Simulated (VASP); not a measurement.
## CdSe: single point with r2SCAN

The system is CdSe.

```
Cd Se
1.0
     0.00000    2.83512    2.83512
     2.83512    0.00000    2.83512
     2.83512    2.83512    0.00000
Cd Se
1 1
Direct
  0.00000 0.00000 0.00000
  0.50000 0.50000 0.50000
```

This cell differs from its parent crystal: volume scaled by 0.96.

- Program: VASP 6.6.1
- Task: single point
- Functional: r2SCAN
- Potentials or basis: VASP PAW PBE potentials, release 64 (Cd, Se)
- Cutoff: 550 eV
- k mesh: 8 × 8 × 8
- Occupations: fermi-dirac, width 0.05 eV
- Spin: no spin polarisation

| Property | Result |
| --- | --- |
| Pressure | 0.9 GPa |

Levels at points of the mesh, in eV from the Fermi level:
```
           k point  band 5  band 6  band 7  band 8  band 9  band 10  band 11  band 12  band 13  band 14
(0.00, 0.00, 0.00)   -8.33   -8.33   -0.78   -0.78   -0.78     0.77     9.10     9.10     9.10    10.70
(0.50, 0.00, 0.00)   -8.18   -8.18   -5.25   -0.15   -0.15     3.47     5.71     5.71     6.75    12.06
(0.50, 0.50, 0.00)   -8.13   -7.54   -4.48   -2.32   -2.32    -0.10     5.74    10.74    11.37    11.37
```

Wall time 2.2 min on 1 thread of Intel Xeon 8259CL, on a shared host, peak memory 0.2 GiB.

Caveat: the PAW data sets were made with another functional, which shifts forces and pressure a little.
